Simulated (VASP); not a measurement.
A run of VASP 6.6.1 is set up as follows.

The input INCAR:

```
SYSTEM = MgO
  PREC = Accurate
  ENCUT = 520
  EDIFF = 1E-7
  ISMEAR = 0
  SIGMA = 0.05
  LREAL = .False.
  LASPH = .True.
  NELM = 80
  ALGO = Normal
  ISIF = 2
  LWAVE = .False.
  LCHARG = .True.
  GGA = PE
  LELF = .True.
  LVHAR = .True.
  NBANDS = 26
```

KPOINTS

```
Automatic mesh
0
Gamma
  9 9 2
  0 0 0
```

POSCAR

```
MgO
1.0
    3.2805263433      0.0000000000      0.0000000000
   -1.6402631717      2.8410191511      0.0000000000
    0.0000000000      0.0000000000      9.9532000000
Mg O
4 4
Direct
    0.3333333333      0.6666666667      0.9694906392
    0.0000000000      0.0000000000      0.2208211786
    0.0000000000      0.0000000000      0.7208211786
    0.6666666667      0.3333333333      0.4694906392
    0.3333333333      0.6666666667      0.7800420079
    0.0000000000      0.0000000000      0.5296443544
    0.0000000000      0.0000000000      0.0296443544
    0.6666666667      0.3333333333      0.2800420079
```

Potentials or basis: VASP PAW PBE potentials, release 64 (Mg, O).

Command:

```sh
$ cat potpaw_PBE.64/Mg/POTCAR potpaw_PBE.64/O/POTCAR > POTCAR
$ mpirun -np 1 vasp_std > vasp.out
```

(1) What does it give for the pressure?

(2) Estimate the largest force.

Results:

(1) 7.0 GPa.

(2) 0.758 eV/Å.
